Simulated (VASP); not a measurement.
# TaRu in VASP: a series of runs, part 2 of 2

VASP 6.6.1.

## Step 5: Single point, r2SCAN

This run uses another cell than the first one.

POSCAR

```
TaRu
1.0
    3.0530000000      0.0000000000      0.0000000000
    0.0000000000      3.3890000000      0.0000000000
    0.0000000000      0.0000000000     20.6325000000
Ta Ru
3 3
Direct
    0.5000000000      0.5000000000      0.3890221738
    0.5000000000      0.5000000000      0.5369926087
    0.5000000000      0.5000000000      0.6849630437
    0.0000000000      0.0000000000      0.3150369563
    0.0000000000      0.0000000000      0.4630073913
    0.0000000000      0.0000000000      0.6109778262
```

INCAR.step1

```
ALGO     = Normal         # electronic algorithm
DIPOL    = 0.5 0.5 0.500
EDIFF    = 1E-5           # SCF threshold, eV
ENCUT    = 440            # plane-wave cutoff, eV
GGA      = PE             # functional
GGA_COMPAT= F            
IDIPOL   = 3            
ISMEAR   = 1              # smearing method
LASPH    = T              # aspherical terms in the spheres
LCHARG   = F              # write CHGCAR
LDIPOL   = T            
LREAL    = F              # projectors in reciprocal space
LWAVE    = T              # write WAVECAR
NBANDS   = 46             # bands
NELM     = 120            # most SCF steps
NELMDL   = -8           
PREC     = Accurate       # precision mode
SIGMA    = 0.1            # smearing width, eV
```

INCAR.step2

```
ALGO     = Normal         # electronic algorithm
DIPOL    = 0.5 0.5 0.500
EDIFF    = 1E-6           # SCF threshold, eV
ENCUT    = 440            # plane-wave cutoff, eV
GGA_COMPAT= F            
IDIPOL   = 3            
ISIF     = 2              # what is computed and relaxed
ISMEAR   = 1              # smearing method
ISTART   = 1            
LASPH    = T              # aspherical terms in the spheres
LCHARG   = T              # write CHGCAR
LDIPOL   = T            
LELF     = T              # ELF
LMIXTAU  = T            
LREAL    = F              # projectors in reciprocal space
LVACPOTAV= T            
LVHAR    = T            
LWAVE    = F              # write WAVECAR
METAGGA  = R2SCAN         # meta-GGA
NBANDS   = 46             # bands
NELM     = 120            # most SCF steps
PREC     = Accurate       # precision mode
SIGMA    = 0.1            # smearing width, eV
```

KPOINTS

```
k-points
0
Gamma
  6 5 1
```

Potentials or basis: VASP PAW PBE potentials, release 64 (Ta_pv, Ru_pv).

The run is started by

```sh
$ cat potpaw_PBE.64/Ta_pv/POTCAR potpaw_PBE.64/Ru_pv/POTCAR > POTCAR
$ cp INCAR.step1 INCAR
$ mpirun -np 1 vasp_std > vasp.out
$ cp INCAR.step2 INCAR
$ mpirun -np 1 vasp_std > vasp.out
```

OUTCAR:

```text
EDIFF = 1E-6
   ENCUT = 440
   ISIF = 2
   ISMEAR = 1
   ISTART = 1
   LASPH = T
   LREAL = F
   METAGGA = R2SCAN
   NELM = 120
   PREC = Accurate

 ion  position               nearest neighbor table
   1  0.500  0.500  0.389-   4 2.74   5 2.74   4 2.74   5 2.74   4 2.74   5 2.74   4 2.74   5 2.74
                             2 3.05
   2  0.500  0.500  0.537-   5 2.74   5 2.74   5 2.74   5 2.74   6 2.74   6 2.74   6 2.74   6 2.74
                             1 3.05   3 3.05
   3  0.500  0.500  0.685-   6 2.74   6 2.74   6 2.74   6 2.74   2 3.05
   4  0.000  0.000  0.315-   1 2.74   1 2.74   1 2.74   1 2.74   5 3.05
   5  0.000  0.000  0.463-   2 2.74   2 2.74   2 2.74   2 2.74   1 2.74   1 2.74   1 2.74   1 2.74
                             6 3.05   4 3.05
   6  0.000  0.000  0.611-   2 2.74   3 2.74   2 2.74   3 2.74   2 2.74   3 2.74   2 2.74   3 2.74
                             5 3.05

  LATTYP: Found a simple orthorhombic cell.
 ALAT       =     3.0530000000
 B/A-ratio  =     1.1100556829
 C/A-ratio  =     6.7581067802

  Lattice vectors:

 A1 = (   3.0530000000,   0.0000000000,   0.0000000000)
[... 181 lines left out ...]
 fundamental gap:      0.0065512066
 Fermi energy:         1.9005180556

 k-point     1 :       0.0000    0.0000    0.0000
  band No.  band energies     occupation
      1     -42.5803      2.00000
      2     -42.5492      2.00000
      3     -42.4958      2.00000
      4     -42.4476      2.00000
      5     -42.3564      2.00000
      6     -42.3389      2.00000
[... 577 lines left out ...]
     45       4.1117      0.00000
     46       4.3066      0.00000

------------------------ aborting loop because EDIFF is reached ----------------------------------------

  FORCE on cell =-STRESS in cart. coord.  units (eV):
  Direction    XX          YY          ZZ          XY          YZ          ZX
  --------------------------------------------------------------------------------------
  -------------------------------------------------------------------------------------
  Total       -7.2180835     -9.0876002     -7.1698897      0.0000000      0.0000000      0.0000000
  in kB      -54.1729212    -68.2039563    -53.8112191      0.0000000      0.0000000      0.0000000
  external PRESSURE =     -58.7293655 kB  Pullay stress =       0.0000000 kB

 VOLUME and BASIS-vectors are now :
 -----------------------------------------------------------------------------
  energy-cutoff  :      440.00
  volume of cell :      213.48
      direct lattice vectors                 reciprocal lattice vectors
     3.053000000  0.000000000  0.000000000     0.327546675  0.000000000  0.000000000
     0.000000000  3.389000000  0.000000000     0.000000000  0.295072293  0.000000000
     0.000000000  0.000000000 20.632500000     0.000000000  0.000000000  0.048467224

 POSITION                                       TOTAL-FORCE (eV/Angst)
 -----------------------------------------------------------------------------------
      1.52650      1.69450      8.02650         0.000000      0.000000     -3.400735
      1.52650      1.69450     11.07950         0.000000      0.000000      1.044052
      1.52650      1.69450     14.13250         0.000000      0.000000     -1.492687
      0.00000      0.00000      6.50000         0.000000      0.000000      3.145649
      0.00000      0.00000      9.55300         0.000000      0.000000     -0.145870
      0.00000      0.00000     12.60600         0.000000      0.000000      0.849591
 -----------------------------------------------------------------------------------
    total drift:                                0.000000      0.000000      0.000912

  FREE ENERGIE OF THE ION-ELECTRON SYSTEM (eV)
  ---------------------------------------------------
  free  energy   TOTEN  =      -219.7565711328 eV

  energy  without entropy=     -219.7436017168  energy(sigma->0) =     -219.75224799

 vacuum level on the upper side and lower side of the slab         6.303         5.705
```

OUTCAR.step1:

```text
EDIFF = 1E-5
   ENCUT = 440
   GGA = PE
   ISMEAR = 1
   LASPH = T
   LREAL = F
   NELM = 120
[... 822 lines left out ...]
      0.00000      0.00000      9.55300         0.000000      0.000000     -0.105434
      0.00000      0.00000     12.60600         0.000000      0.000000      0.931844
 -----------------------------------------------------------------------------------
    total drift:                                0.000000      0.000000      0.000652

  FREE ENERGIE OF THE ION-ELECTRON SYSTEM (eV)
  ---------------------------------------------------
  free  energy   TOTEN  =       -61.0022454621 eV

  energy  without entropy=      -60.9939511910  energy(sigma->0) =      -60.99948071

 vacuum level on the upper side and lower side of the slab         5.868         5.518
```

Run time: 5.1 min. Hardware: 1 thread of Intel Xeon 6975P-C (Granite Rapids), shared host; peak memory 0.34 GiB.

What came out:

```
Free energy            : -219.7566 eV
Largest force          : 3.401 eV/Å
Band gap on the k mesh : zero (an odd number of electrons rules out a gap without spin polarisation)
```

Forces in eV/Å, atoms in the order of the input:
```
Ta   0.000  0.000 -3.401
Ta   0.000  0.000  1.044
Ta   0.000  0.000 -1.493
Ru   0.000  0.000  3.146
Ru   0.000  0.000 -0.146
Ru   0.000  0.000  0.850
```

Caveat: the k points lie up to 0.37 Å⁻¹ apart, too coarse for converged energies and pressures of a metal; the PAW data sets were made with another functional, which shifts forces and pressure a little; spin-orbit coupling is left out, which moves the levels of the heavy elements.

## Step 6: Single point, r2SCAN

This run uses another cell than the first one.

POSCAR

```
TaRu
1.0
    3.0530000000      0.0000000000      0.0000000000
    0.0000000000      3.3890000000      0.0000000000
    0.0000000000      0.0000000000     23.6325000000
Ta Ru
3 3
Direct
    0.5000000000      0.5000000000      0.4031101238
    0.5000000000      0.5000000000      0.5322966254
    0.5000000000      0.5000000000      0.6614831270
    0.0000000000      0.0000000000      0.3385168730
    0.0000000000      0.0000000000      0.4677033746
    0.0000000000      0.0000000000      0.5968898762
```

INCAR.step1

```
SYSTEM = TaRu
PREC = Accurate ; ENCUT = 440
ISMEAR = 1 ; SIGMA = 0.1
LREAL = .FALSE. ; LASPH = .TRUE.
NELM = 120 ; LDIPOL = .TRUE.
IDIPOL = 3 ; DIPOL = 0.5 0.5 0.500
NBANDS = 46 ; GGA = PE
ALGO = Normal ; EDIFF = 1E-5
LWAVE = .TRUE. ; LCHARG = .FALSE.
GGA_COMPAT = .FALSE. ; NELMDL = -8
```

INCAR.step2

```
SYSTEM = TaRu
PREC = Accurate ; ENCUT = 440
EDIFF = 1E-6 ; ISMEAR = 1
SIGMA = 0.1 ; LREAL = .FALSE.
LASPH = .TRUE. ; NELM = 120
ALGO = Normal ; ISIF = 2
LWAVE = .FALSE. ; LCHARG = .FALSE.
LDIPOL = .TRUE. ; IDIPOL = 3
DIPOL = 0.5 0.5 0.500 ; METAGGA = R2SCAN
LMIXTAU = .TRUE. ; NBANDS = 46
ISTART = 1 ; GGA_COMPAT = .FALSE.
```

KPOINTS

```
Automatic mesh
0
G
  6 5 1
  0 0 0
```

Potentials or basis: VASP PAW PBE potentials, release 64 (Ta_pv, Ru_pv).

The run is started by

```sh
$ cat potpaw_PBE.64/Ta_pv/POTCAR potpaw_PBE.64/Ru_pv/POTCAR > POTCAR
$ cp INCAR.step1 INCAR
$ mpirun -np 1 vasp_std > vasp.out
$ cp INCAR.step2 INCAR
$ mpirun -np 1 vasp_std > vasp.out
```

Run time: 5.9 min. Hardware: 1 thread of Intel Xeon 6975P-C (Granite Rapids), shared host; peak memory 0.37 GiB.

Results (log left out):

```yaml
Free_energy: -219.7557 eV
Largest_force: 3.400 eV/Å
Band_gap_on_the_k_mesh: zero (an odd number of electrons rules out a gap without spin polarisation)
```

Forces on the atoms (eV/Å):
```
Ta   0.000  0.000 -3.400
Ta   0.000  0.000  1.044
Ta   0.000  0.000 -1.493
Ru   0.000  0.000  3.145
Ru   0.000  0.000 -0.146
Ru   0.000  0.000  0.850
```

Levels at points of the mesh, in eV from the Fermi level:
```
           k point  band 36  band 37  band 38  band 39  band 40  band 41
(0.00, 0.00, 0.00)    -0.81    -0.47    -0.30    -0.15    -0.02     0.01
(0.50, 0.00, 0.00)    -0.46     0.00     0.53     0.81     0.95     1.15
```

Caveat: the k points lie up to 0.37 Å⁻¹ apart, too coarse for converged energies and pressures of a metal; the PAW data sets were made with another functional, which shifts forces and pressure a little; spin-orbit coupling is left out, which moves the levels of the heavy elements.

## Step 7: The runs side by side

```tsv
cell	gap on the mesh (eV)	largest force (eV/Å)
a = 3.053, b = 3.389, c = 13.633 Å, 6 atoms	none	3.40
a = 3.053, b = 3.389, c = 15.633 Å, 6 atoms	none	3.40
a = 3.053, b = 3.389, c = 17.633 Å, 6 atoms	none	3.40
a = 3.053, b = 3.389, c = 20.633 Å, 6 atoms	none	3.40
a = 3.053, b = 3.389, c = 23.633 Å, 6 atoms	none	3.40
```

Alike in all rows: task single point; level r2SCAN; potentials or basis VASP PAW PBE potentials, release 64 (Ta_pv, Ru_pv); no spin polarisation; k mesh 6 × 5 × 1; cutoff (eV) 440; smearing methfessel-paxton 0.1 eV.

Caveats: all runs use coarse meshes; the PAW data sets were made with another functional, which shifts forces and pressure a little; spin-orbit coupling is left out, which moves the levels of the heavy elements.

Absolute energies hang on the potentials; compare differences alone.
